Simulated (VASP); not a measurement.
# ZnSe (F-43m) in VASP: settings compared, part 2 of 2

VASP 6.6.1.

### Step 4. Relaxation of cell and atoms, PBEsol, target pressure 10 GPa, at which the enthalpy is minimised

Input file INCAR:

```
ALGO = Normal
EDIFF = 1E-7
EDIFFG = -0.005
ENCUT = 600
GGA = PS
IBRION = 2
ISIF = 3
ISMEAR = -1
LASPH = True
LCHARG = False
LREAL = False
LWAVE = False
NELM = 60
NSW = 80
PREC = Accurate
PSTRESS = 100.0
SIGMA = 0.05
```

Input file KPOINTS:

```
k-points
0
Gamma
  8 8 8
```

Input file POSCAR:

```
ZnSe
1.0
    0.0000000000      2.8338000000      2.8338000000
    2.8338000000      0.0000000000      2.8338000000
    2.8338000000      2.8338000000      0.0000000000
Se Zn
1 1
Direct
    0.7500000000      0.7500000000      0.7500000000
    0.0000000000      0.0000000000      0.0000000000
```

Potentials or basis: VASP PAW PBE potentials, release 64 (Se, Zn).

On the command line:

```console
$ cat potpaw_PBE.64/Se/POTCAR potpaw_PBE.64/Zn/POTCAR > POTCAR
$ mpirun -np 1 vasp_std > vasp.out
```

OUTCAR:

```text
EDIFF = 1E-7
   EDIFFG = -0.005
   ENCUT = 600
   GGA = PS
   IBRION = 2
   ISIF = 3
   ISMEAR = -1
   LASPH = True
   LREAL = False
   NELM = 60
   NSW = 80
   PREC = Accurate
   PSTRESS = 100.0

 ion  position               nearest neighbor table
   1  0.750  0.750  0.750-   2 2.45   2 2.45   2 2.45   2 2.45
   2  0.000  0.000  0.000-   1 2.45   1 2.45   1 2.45   1 2.45

  LATTYP: Found a face centered cubic cell.
 ALAT       =     5.6676000000

  Lattice vectors:

 A1 = (   0.0000000000,   2.8338000000,   2.8338000000)
 A2 = (   2.8338000000,   0.0000000000,   2.8338000000)
 A3 = (   2.8338000000,   2.8338000000,   0.0000000000)

Analysis of symmetry for initial positions (statically):
=====================================================================
 Subroutine PRICEL returns:
 Original cell was already a primitive cell.

 Routine SETGRP: Setting up the symmetry group for a
 face centered cubic supercell.

 Subroutine GETGRP returns: Found 24 space group operations
 (whereof 24 operations were pure point group operations)
 out of a pool of 48 trial point group operations.

The static configuration has the point symmetry T_d .

Analysis of symmetry for dynamics (positions and initial velocities):
=====================================================================
 Subroutine PRICEL returns:
 Original cell was already a primitive cell.

 Routine SETGRP: Setting up the symmetry group for a
[... 145 lines left out ...]

 number of electron      17.9999991 magnetization

 Free energy of the ion-electron system (eV)
  ---------------------------------------------------
  ext. energy  EPLUGINS =         0.00000000
  ---------------------------------------------------
  free energy    TOTEN  =        -6.77138295 eV

  energy without entropy =       -6.77138287  energy(sigma->0) =       -6.77138291

 E-fermi :   2.1077     XC(G=0):  -9.5261

 val. band max:        1.4880442219   @ k =   0.0000   0.0000   0.0000
 cond. band min:       2.6588375569   @ k =   0.0000   0.0000   0.0000
 fundamental gap:      1.1707933350
 Fermi energy:         2.1077425147

 k-point     1 :       0.0000    0.0000    0.0000
  band No.  band energies     occupation
      1     -11.7979      2.00000
      2      -5.0684      2.00000
      3      -5.0684      2.00000
      4      -5.0684      2.00000
      5      -4.6968      2.00000
      6      -4.6968      2.00000
      7       1.4880      1.99999
      8       1.4880      1.99999
      9       1.4880      1.99999
     10       2.6588      0.00003
     11       7.2201      0.00000
     12       7.2201      0.00000
     13       7.2201      0.00000
[... 557 lines left out ...]
--------------------------------------- Ionic step        6  -------------------------------------------

 number of electron      18.0000003 magnetization

 Free energy of the ion-electron system (eV)
  ---------------------------------------------------
  ext. energy  EPLUGINS =         0.00000000
  ---------------------------------------------------
  free energy    TOTEN  =        -6.63398737 eV

  energy without entropy =       -6.63398737  energy(sigma->0) =       -6.63398737

 E-fermi :   3.6042     XC(G=0): -10.1396

 val. band max:        2.7149608535   @ k =   0.0000   0.0000   0.0000
 cond. band min:       4.4364853171   @ k =   0.0000   0.0000   0.0000
 fundamental gap:      1.7215244636
 Fermi energy:         3.6042411922

 k-point     1 :       0.0000    0.0000    0.0000
  band No.  band energies     occupation
      1     -11.5192      2.00000
      2      -4.4262      2.00000
      3      -4.4262      2.00000
      4      -4.4262      2.00000
      5      -3.9235      2.00000
      6      -3.9235      2.00000
      7       2.7150      2.00000
      8       2.7150      2.00000
      9       2.7150      2.00000
     10       4.4365      0.00000
     11       8.3702      0.00000
     12       8.3702      0.00000
     13       8.3702      0.00000
[... 401 lines left out ...]
  energy  without entropy=       -6.6339873654  energy(sigma->0) =       -6.63398737

  enthalpy is  TOTEN    =        -4.1445950638 eV   P V=        2.4893923020

 reached required accuracy - stopping structural energy minimisation
```

CONTCAR:

```text
ZnSe
   1.00000000000000
     0.0000000000000000    2.7118019976794465    2.7118019976794465
     2.7118019976794465    0.0000000000000000    2.7118019976794465
     2.7118019976794465    2.7118019976794465    0.0000000000000000
  Se              Zn
     1     1
Direct
     0.7500000000000000    0.7500000000000000    0.7500000000000000
     0.0000000000000000    0.0000000000000000    0.0000000000000000

  0.00000000E+00  0.00000000E+00  0.00000000E+00
  0.00000000E+00  0.00000000E+00  0.00000000E+00
```

Wall time 2.3 min (1 thread of AMD EPYC 7R13, shared host); peak memory 0.18 GiB.

Results:

| Property | Result |
| --- | --- |
| Free energy | -6.6340 eV |
| Relaxed volume | 19.94 Å³/atom |
| Relaxed cell | a = 3.835 Å, b = 3.835 Å, c = 3.835 Å, α = 60.00°, β = 60.00°, γ = 60.00° |
| Space group after relaxing (to 0.1 Å) | F-43m (No. 216) |
| Energy change on relaxing (the run minimises the enthalpy) | +68.7 meV/atom |
| Ionic steps | 6 |
| Pressure after relaxing | 10.0 GPa |
| Band gap on the k mesh | 1.72 eV |

Step by step:
| step | energy change (eV) | largest force (eV/Å) | pressure (GPa) | volume (Å³) |
| --- | --- | --- | --- | --- |
| 1 | 0.0000 | 0.0000 | -0.90 | 45.51 |
| 2 | 0.5233 | 0.0000 | 23.38 | 36.05 |
| 3 | 0.1331 | 0.0000 | 9.80 | 39.95 |
| 4 | 0.1397 | 0.0000 | 10.11 | 39.85 |
| 5 | 0.1354 | 0.0000 | 9.93 | 39.92 |
| 6 | 0.1374 | 0.0000 | 10.00 | 39.88 |

Final structure:
```cif
data_structure
_symmetry_space_group_name_H-M 'P 1'
_symmetry_Int_Tables_number 1
_cell_length_a 3.8351
_cell_length_b 3.8351
_cell_length_c 3.8351
_cell_angle_alpha 60.000
_cell_angle_beta 60.000
_cell_angle_gamma 60.000
_cell_volume 39.88
loop_
_atom_site_label
_atom_site_type_symbol
_atom_site_fract_x
_atom_site_fract_y
_atom_site_fract_z
_atom_site_occupancy
Se1 Se 0.75000 0.75000 0.75000 1
Zn1 Zn 0.00000 0.00000 0.00000 1
```

Levels at points of the mesh, in eV from the valence-band top:
```
           k point  band 6  band 7  band 8  band 9  band 10  band 11  band 12  band 13
(0.00, 0.00, 0.00)   -6.64    0.00    0.00    0.00     1.72     5.66     5.66     5.66
(0.50, 0.00, 0.00)   -6.44   -6.20   -1.09   -1.09     2.66     6.24     6.24     8.67
(0.50, 0.50, 0.00)   -6.41   -5.39   -2.73   -2.73     2.50     3.29    11.66    12.10
```

Caveat: the cell is relaxed towards a set pressure, so the run minimises the enthalpy, not the energy; the PAW data sets were made with another functional, which shifts forces and pressure a little.

### Step 5. Single point, r2SCAN

This run uses another cell than the first one, of 22.30 Å³/atom.

Input file POSCAR:

```
ZnSe
1.0
    0.0000000000      2.8147806350      2.8147806350
    2.8147806350      0.0000000000      2.8147806350
    2.8147806350      2.8147806350      0.0000000000
Se Zn
1 1
Direct
    0.7500000000      0.7500000000      0.7500000000
    0.0000000000      0.0000000000      0.0000000000
```

Input file INCAR.step1:

```
  PREC = Accurate
  ENCUT = 520
  ISMEAR = -1
  SIGMA = 0.05
  LREAL = False
  LASPH = True
  NELM = 60
  NBANDS = 16
  GGA = PE
  ALGO = Normal
  EDIFF = 1E-4
  LWAVE = True
  LCHARG = False
```

Input file INCAR.step2:

```
  PREC = Accurate
  ENCUT = 520
  EDIFF = 1E-7
  ISMEAR = -1
  SIGMA = 0.05
  LREAL = False
  LASPH = True
  NELM = 60
  ALGO = Normal
  ISIF = 2
  LWAVE = False
  LCHARG = False
  METAGGA = R2SCAN
  LMIXTAU = True
  NBANDS = 16
  ISTART = 1
```

Input file KPOINTS:

```
Automatic mesh
0
Gamma
  8 8 8
```

Potentials or basis: VASP PAW PBE potentials, release 64 (Se, Zn).

On the command line:

```console
$ cat potpaw_PBE.64/Se/POTCAR potpaw_PBE.64/Zn/POTCAR > POTCAR
$ cp INCAR.step1 INCAR
$ mpirun -np 1 vasp_std > vasp.out
$ cp INCAR.step2 INCAR
$ mpirun -np 1 vasp_std > vasp.out
```

OUTCAR:

```text
PREC = Accurate
   ENCUT = 520
   EDIFF = 1E-7
   ISMEAR = -1
   LREAL = False
   LASPH = True
   NELM = 60
   ISIF = 2
   METAGGA = R2SCAN
   ISTART = 1

 ion  position               nearest neighbor table
   1  0.750  0.750  0.750-   2 2.44   2 2.44   2 2.44   2 2.44
   2  0.000  0.000  0.000-   1 2.44   1 2.44   1 2.44   1 2.44

  LATTYP: Found a face centered cubic cell.
 ALAT       =     5.6295612700

  Lattice vectors:

 A1 = (   0.0000000000,   2.8147806350,   2.8147806350)
 A2 = (   2.8147806350,   0.0000000000,   2.8147806350)
 A3 = (   2.8147806350,   2.8147806350,   0.0000000000)

Analysis of symmetry for initial positions (statically):
=====================================================================
 Subroutine PRICEL returns:
 Original cell was already a primitive cell.

 Routine SETGRP: Setting up the symmetry group for a
 face centered cubic supercell.

 Subroutine GETGRP returns: Found 24 space group operations
 (whereof 24 operations were pure point group operations)
 out of a pool of 48 trial point group operations.

The static configuration has the point symmetry T_d .

Analysis of symmetry for dynamics (positions and initial velocities):
=====================================================================
 Subroutine PRICEL returns:
 Original cell was already a primitive cell.

 Routine SETGRP: Setting up the symmetry group for a
 face centered cubic supercell.

 Subroutine GETGRP returns: Found 24 space group operations
 (whereof 24 operations were pure point group operations)
 out of a pool of 48 trial point group operations.

The dynamic configuration has the point symmetry T_d .

 Subroutine INISYM returns: Found 24 space group operations
 (whereof 24 operations are pure point group operations),
 and found     1 'primitive' translations

----------------------------------------------------------------------------------------

                                     Primitive cell

  volume of cell :      44.6030

  direct lattice vectors                    reciprocal lattice vectors
     0.000000000  2.814780635  2.814780635    -0.177633736  0.177633736  0.177633736
     2.814780635  0.000000000  2.814780635     0.177633736 -0.177633736  0.177633736
     2.814780635  2.814780635  0.000000000     0.177633736  0.177633736 -0.177633736

  length of vectors
     3.980700949  3.980700949  3.980700949     0.307670656  0.307670656  0.307670656

  position of ions in fractional coordinates (direct lattice)
     0.750000000  0.750000000  0.750000000
     0.000000000  0.000000000  0.000000000

  ion indices of the primitive-cell ions
   primitive index   ion index
                 1           1
                 2           2

----------------------------------------------------------------------------------------

 KPOINTS: Automatic mesh

Automatic generation of k-mesh.
 Grid dimensions read from file:
 generate k-points for:    8    8    8

 Generating k-lattice:

  Cartesian coordinates                     Fractional coordinates (reciprocal lattice)
    -0.022204217  0.022204217  0.022204217     0.125000000  0.000000000  0.000000000
     0.022204217 -0.022204217  0.022204217     0.000000000  0.125000000  0.000000000
     0.022204217  0.022204217 -0.022204217     0.000000000  0.000000000  0.125000000

  Length of vectors
     0.038458832  0.038458832  0.038458832

  Shift w.r.t. Gamma in fractional coordinates (k-lattice)
     0.000000000  0.000000000  0.000000000

 Subroutine IBZKPT returns following result:
 ===========================================

 Found     29 irreducible k-points:

 Following reciprocal coordinates:
            Coordinates               Weight
  0.000000  0.000000  0.000000      1.000000
  0.125000  0.000000  0.000000      8.000000
  0.250000  0.000000  0.000000      8.000000
  0.375000  0.000000  0.000000      8.000000
  0.500000  0.000000  0.000000      4.000000
  0.125000  0.125000  0.000000      6.000000
[... 16 lines left out ...]
  0.500000  0.250000  0.125000     48.000000
 -0.375000  0.250000  0.125000     24.000000
 [... further k-points ...]
   k-points           NKPTS =     29   k-points in BZ     NKDIM =     29   number of bands    NBANDS=     16
   number of dos      NEDOS =    301   number of ions     NIONS =      2
   total plane-waves  NPLWV =  27000
   dimension x,y,z NGX =    30 NGY =   30 NGZ =   30
   dimension x,y,z NGXF=    60 NGYF=   60 NGZF=   60
   ions per type =               1   1
   NGX,Y,Z   is equivalent  to a cutoff of  12.53, 12.53, 12.53 a.u.
   NGXF,Y,Z  is equivalent  to a cutoff of  25.06, 25.06, 25.06 a.u.
 SYSTEM =  unknown system
   PREC   = accura    normal or accurate (medium, high low for compatibility)
   ISTART =      1    job   : 0-new  1-cont  2-samecut
   ICHARG =      0    charge: 1-file 2-atom 10-const
   ISPIN  =      1    spin polarized calculation?
   LNONCOLLINEAR =      F non collinear calculations
   LSORBIT =      F    spin-orbit coupling
   LASPH  =      T    aspherical Exc in radial PAW
   ENCUT  =  520.0 eV  38.22 Ry    6.18 a.u.   7.40  7.40  7.40*2*pi/ulx,y,z
   NELM   =     60;   NELMIN=  2; NELMDL=  0     # of ELM steps
   EDIFF  = 0.1E-06   stopping-criterion for ELM
   LREAL  =      F    real-space projection
   EDIFFG = 0.1E-05   stopping-criterion for IOM
   NSW    =      0    number of steps for IOM
   IBRION =     -1    ionic relax: 0-MD 1-quasi-New 2-CG
   NFREE  =      0    steps in history (QN), initial steepest desc. (CG)
   ISIF   =      2    stress and relaxation
   ISYM   =      2    0-nonsym 1-usesym 2-fastsym
   POTIM  = 0.5000    time-step for ionic-motion
   TEBEG  =    0.0;   TEEND  =   0.0 temperature during run
   PSTRESS=    0.0 pullay stress
   NELECT =      18.0000    total number of electrons
   NUPDOWN=      -1.0000    fix difference up-down
   EMIN   =  10.00;   EMAX   =-10.00  energy-range for DOS
   EFERMI =   0.00;   METHOD = LEGACY
   ISMEAR =    -1;   SIGMA  =   0.05  broadening in eV -4-tet -1-fermi 0-gaus
   EFERMI_NEDOS =   21; number of points for ismear=-14 and -15
   IALGO  =     38    algorithm
   IMIX   =      4    mixing-type and parameters
     AMIX     =   0.40;   BMIX     =  1.00
     AMIX_MAG =   1.60;   BMIX_MAG =  1.00
  volume/ion in A,a.u.               =      22.30       150.50
  Fermi-wavevector in a.u.,A,eV,Ry     =   1.209793  2.286178 19.913479  1.463599
  Thomas-Fermi vector in A             =   2.345360
   LORBIT       =      0    0 simple, 1 ext, 2 COOP (PROOUT), +10 PAW based schemes
   METAGGA = R2SCAN    functional components
   LHFCALC =     F    Hartree Fock is set to
   AEXX    =    0.0000 exact exchange contribution
   IVDW    =     0    specifies the selected vdW correction
   LEPSILON=     F    determine dielectric tensor
   LRPA    =     F    only Hartree local field effects (RPA)
 non-spin polarized calculation
  energy-cutoff  :      520.00
  volume of cell :       44.60
 maximum number of plane-waves:      1243
 NGX is ok and might be reduce to    30
   NGX = 15   NGY = 15   NGZ = 15

 number of electron      17.9999996 magnetization

 Free energy of the ion-electron system (eV)
  ---------------------------------------------------
  ext. energy  EPLUGINS =         0.00000000
  ---------------------------------------------------
  free energy    TOTEN  =       -24.90557155 eV

  energy without entropy =      -24.90557155  energy(sigma->0) =      -24.90557155

 E-fermi :   2.4925     XC(G=0): -10.0190

 val. band max:        1.4746714574   @ k =   0.0000   0.0000   0.0000
 cond. band min:       3.4304774494   @ k =   0.0000   0.0000   0.0000
 fundamental gap:      1.9558059921
 Fermi energy:         2.4924740763

 k-point     1 :       0.0000    0.0000    0.0000
  band No.  band energies     occupation
      1     -12.3757      2.00000
      2      -5.2940      2.00000
      3      -5.2940      2.00000
      4      -5.2940      2.00000
      5      -4.8660      2.00000
      6      -4.8660      2.00000
[... 8 lines left out ...]
     15      13.5438      0.00000
     16      13.5438      0.00000
[... 419 lines left out ...]
 k-point    24 :      -0.3750    0.2500    0.1250
  band No.  band energies     occupation
      1     -11.3823      2.00000
      2      -5.1756      2.00000
      3      -5.1357      2.00000
      4      -4.9043      2.00000
      5      -4.8600      2.00000
      6      -4.6504      2.00000
[... 8 lines left out ...]
     15      14.9904      0.00000
     16      15.8994      0.00000

 [... further k-points ...]

------------------------ aborting loop because EDIFF is reached ----------------------------------------

  FORCE on cell =-STRESS in cart. coord.  units (eV):
  Direction    XX          YY          ZZ          XY          YZ          ZX
  --------------------------------------------------------------------------------------
  -------------------------------------------------------------------------------------
  Total        0.3914174      0.3914174      0.3914174      0.0000000     -0.0000000     -0.0000000
  in kB       14.0600558     14.0600558     14.0600558      0.0000000     -0.0000000     -0.0000000
  external PRESSURE =      14.0600558 kB  Pullay stress =       0.0000000 kB

 VOLUME and BASIS-vectors are now :
 -----------------------------------------------------------------------------
  energy-cutoff  :      520.00
  volume of cell :       44.60
      direct lattice vectors                 reciprocal lattice vectors
     0.000000000  2.814780635  2.814780635    -0.177633736  0.177633736  0.177633736
     2.814780635  0.000000000  2.814780635     0.177633736 -0.177633736  0.177633736
     2.814780635  2.814780635  0.000000000     0.177633736  0.177633736 -0.177633736

 POSITION                                       TOTAL-FORCE (eV/Angst)
 -----------------------------------------------------------------------------------
      4.22217      4.22217      4.22217        -0.000000     -0.000000     -0.000000
      0.00000      0.00000      0.00000         0.000000      0.000000      0.000000
 -----------------------------------------------------------------------------------
    total drift:                               -0.000026     -0.000026     -0.000027

  FREE ENERGIE OF THE ION-ELECTRON SYSTEM (eV)
  ---------------------------------------------------
  free  energy   TOTEN  =       -24.9055715515 eV

  energy  without entropy=      -24.9055715514  energy(sigma->0) =      -24.90557155
```

OUTCAR.step1:

```text
PREC = Accurate
   ENCUT = 520
   ISMEAR = -1
   LREAL = False
   LASPH = True
[... 677 lines left out ...]
      4.22217      4.22217      4.22217        -0.000000     -0.000000     -0.000000
      0.00000      0.00000      0.00000         0.000000      0.000000      0.000000
 -----------------------------------------------------------------------------------
    total drift:                                0.000000      0.000000     -0.000000

  FREE ENERGIE OF THE ION-ELECTRON SYSTEM (eV)
  ---------------------------------------------------
  free  energy   TOTEN  =        -6.0028316458 eV

  energy  without entropy=       -6.0028316331  energy(sigma->0) =       -6.00283164
```

OSZICAR.step1:

```text
N       E                     dE             d eps       ncg     rms          rms(c)
DAV:   1     0.886021044833E+02    0.88602E+02   -0.88826E+03   928   0.131E+03
DAV:   2    -0.632729792603E+00   -0.89235E+02   -0.83095E+02  1072   0.257E+02
DAV:   3    -0.624527084663E+01   -0.56125E+01   -0.55912E+01  1104   0.620E+01
DAV:   4    -0.629067944814E+01   -0.45409E-01   -0.45404E-01  1176   0.616E+00
DAV:   5    -0.629088224650E+01   -0.20280E-03   -0.20280E-03  1128   0.364E-01    0.493E+00
DAV:   6    -0.602231489207E+01    0.26857E+00   -0.53275E-01  1344   0.242E+01    0.375E+00
DAV:   7    -0.600276855942E+01    0.19546E-01   -0.15708E-01  1104   0.356E+00    0.159E+00
DAV:   8    -0.600251887370E+01    0.24969E-03   -0.44658E-03  1224   0.709E-01    0.458E-01
DAV:   9    -0.600273278150E+01   -0.21391E-03   -0.11135E-03  1088   0.254E-01    0.657E-02
DAV:  10    -0.600284364189E+01   -0.11086E-03   -0.21543E-04  1144   0.109E-01    0.244E-02
DAV:  11    -0.600283164578E+01    0.11996E-04   -0.37106E-05   600   0.560E-02
   1 F= -.60028316E+01 E0= -.60028316E+01  d E =-.127099E-07
```

It took 2.9 min on 1 thread of Intel Xeon 8259CL, shared host; peak memory 0.18 GiB.

Results:

```yaml
Free_energy: -24.9056 eV
Pressure: 1.4 GPa
Band_gap_on_the_k_mesh: 1.96 eV
```

Caveat: the PAW data sets were made with another functional, which shifts forces and pressure a little.

### Step 6. Overview

```csv
task,level,cell,cutoff (eV),gap on the mesh (eV),pressure (GPa)
relaxation of cell and atoms,PBEsol,"relaxed to 2 GPa from a = 4.008 Å, angles 60.0°, 2 atoms",600,1.35,2.0
relaxation of cell and atoms,PBEsol,"relaxed to 5 GPa from a = 4.008 Å, angles 60.0°, 2 atoms",600,1.50,5.0
relaxation of cell and atoms,PBEsol,"relaxed to 10 GPa from a = 4.008 Å, angles 60.0°, 2 atoms",600,1.72,10.0
single point,r2SCAN,"a = 3.981 Å, angles 60.0°, 2 atoms",520,1.96,1.4
```

Alike in all rows: potentials or basis VASP PAW PBE potentials, release 64 (Se, Zn); no spin polarisation; k mesh 8 × 8 × 8; smearing fermi-dirac 0.05 eV.

Caveats: the PAW data sets were made with another functional, which shifts forces and pressure a little; the cell is relaxed towards a set pressure, so the run minimises the enthalpy, not the energy (at least some runs).

Total energies depend on the potentials used, so only differences within one code and one set of settings carry meaning.
